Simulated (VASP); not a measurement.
Write the native input for VASP 6.6.1 that does the following.

| Item | Value |
| --- | --- |
| Task | relaxation of cell and atoms |
| Functional | PBE |
| Potentials or basis | VASP PAW PBE potentials, release 64 (Zn, B) |
| Cutoff | 600 eV |
| k mesh | 6 × 6 × 6 |
| Occupations | gaussian, width 0.1 eV |
| Spin | no spin polarisation |
| Dipole correction | no |
| Further INCAR settings | ALGO = Normal; EDIFF = 1e-07; IBRION = 2; EDIFFG = -0.04; NSW = 90; ISIF = 3 |

The structure of ZnB lies in POSCAR:

```
ZnB
1.0
    2.8093236900      0.0000000000      0.0000000000
    0.0000000000      2.8093236900      0.0000000000
    0.0000000000      0.0000000000      3.2813762700
Zn B
1 1
Direct
    0.5000000000      0.5000000000      0.5000000000
    0.0000000000      0.0000000000      0.0000000000
```

One way to write it, as run:

INCAR

```
SYSTEM = ZnB
  ALGO = Normal
  EDIFF = 1E-7
  EDIFFG = -0.04
  ENCUT = 600
  GGA = PE
  IBRION = 2
  ISIF = 3
  ISMEAR = 0
  LASPH = .True.
  LCHARG = .False.
  LREAL = .False.
  LWAVE = .False.
  NELM = 100
  NSW = 90
  PREC = Accurate
  SIGMA = 0.1
```

KPOINTS

```
k-points
0
Gamma
  6 6 6
  0 0 0
```

Potentials or basis: VASP PAW PBE potentials, release 64 (Zn, B).

Run with:

```sh
$ cat potpaw_PBE.64/Zn/POTCAR potpaw_PBE.64/B/POTCAR > POTCAR
$ mpirun -np 1 vasp_std > vasp.out
```

Results of the run:

The relaxed volume is 10.64 Å³/atom and the relaxed cell is a = 2.521 Å, b = 2.521 Å, c = 3.348 Å, α = 90.00°, β = 90.00°, γ = 90.00°. The space group after relaxing (to 0.05 Å) is P4/mmm (No. 123). The energy gained by relaxing is 175.7 meV/atom. The ionic steps are 9. The pressure after relaxing is -0.2 GPa.

Caveat: the k points lie up to 0.42 Å⁻¹ apart in the final cell; the volume moved by over 15 % at a fixed basis, so the end points are rough.

It took 53 s on 1 thread of AMD EPYC 9R45 (Zen 5) (shared host), peak memory 0.13 GiB.
